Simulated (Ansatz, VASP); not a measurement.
**One calculation of Ti6H, two programs**

```
Ti H
1.0
     5.66395    0.00000    0.00000
     0.00000    4.57935    0.00000
     0.00000    0.00000   24.55069
Ti H
12 2
Direct
  0.25000 0.00000 0.16293
  0.75000 0.00000 0.16293
  0.00000 0.50000 0.21677
  0.50000 0.50000 0.21677
  0.25000 0.00000 0.27062
  0.75000 0.00000 0.27062
  0.25000 0.50000 0.32566
  0.75000 0.50000 0.32566
  0.00000 0.00000 0.37797
  0.50000 0.00000 0.37797
  0.25000 0.50000 0.42975
  0.75000 0.50000 0.42975
  0.86802 0.00000 0.47415
  0.13198 0.00000 0.47415
```

Alike in both runs: task single point; functional PBE; k mesh 5 × 6 × 1; occupations gaussian, width 0.1 eV; no spin polarisation.

|  | VASP | Ansatz |
| --- | --- | --- |
| version | VASP 6.6.1 | Ansatz 0.2.0 |
| potentials or method | VASP PAW PBE potentials, release 64 (Ti_sv, H), cutoff 520 eV | scalar-relativistic, plane waves, PAW |
| valence electrons in the cell | 146 | 146 |

|  | VASP | Ansatz | Ansatz less VASP |
| --- | --- | --- | --- |
| gap on the k mesh at the Fermi level (eV) | none | none | - |
| rms of the force components (eV/Å) | 0.390 | 0.391 | +0.0008 |
| work function, face that differs most (eV) | 3.52 | 3.52 | -0.004 |

Atom by atom the forces differ by 0.004 eV/Å (rms over components). A gap of «none» marks a metal or a gap that the smearing closes. The functional is the same, so the differences come from potentials, cutoffs and numerics.
